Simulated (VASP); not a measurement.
Here is a VASP 6.6.1 calculation.

File INCAR:

```
SYSTEM = MnH2O2
PREC = Accurate
ENCUT = 520
EDIFF = 1E-6
ISMEAR = -1
SIGMA = 0.05
LREAL = .False.
LASPH = .True.
NELM = 150
ALGO = Normal
ISIF = 2
LWAVE = .False.
LCHARG = .False.
ISPIN = 2
MAGMOM = 4 0 0 0 0
LORBIT = 11
LMAXMIX = 4
GGA = PS
NBANDS = 26
```

The input KPOINTS:

```
Automatic mesh
0
Gamma
  9 9 6
  0 0 0
```

File POSCAR:

```
MnH2O2
1.0
    3.3031942968      0.0000000000      0.0000000000
   -1.6515971484      2.8606501746      0.0000000000
    0.0000000000      0.0000000000      4.5594103239
Mn O H
1 2 2
Direct
    0.0000000000      0.0000000000      0.0000000000
    0.6666666667      0.3333333333      0.7677011222
    0.3333333333      0.6666666667      0.2322988778
    0.6666666667      0.3333333333      0.5529365741
    0.3333333333      0.6666666667      0.4470634259
```

Potentials or basis: VASP PAW PBE potentials, release 64 (Mn_pv, O, H).

Command:

```console
$ cat potpaw_PBE.64/Mn_pv/POTCAR potpaw_PBE.64/O/POTCAR potpaw_PBE.64/H/POTCAR > POTCAR
$ mpirun -np 1 vasp_std > vasp.out
```

Predict the band gap on the k mesh.

0.36 eV (least direct gap 0.54 eV).

Predict the net moment.

5.00 μB per cell.

Predict the largest force.

0.126 eV/Å.

Stress tensor (GPa, compression positive):
```
-0.03  0.00  0.00
 0.00 -0.03  0.00
 0.00  0.00  0.94
```

Caveat: the PAW data sets were made with another functional, which shifts forces and pressure a little; an odd mesh through Γ misses points on the zone boundary, where band edges can lie; a cell with one magnetic atom can't hold antiferromagnetic order, which such compounds often take.
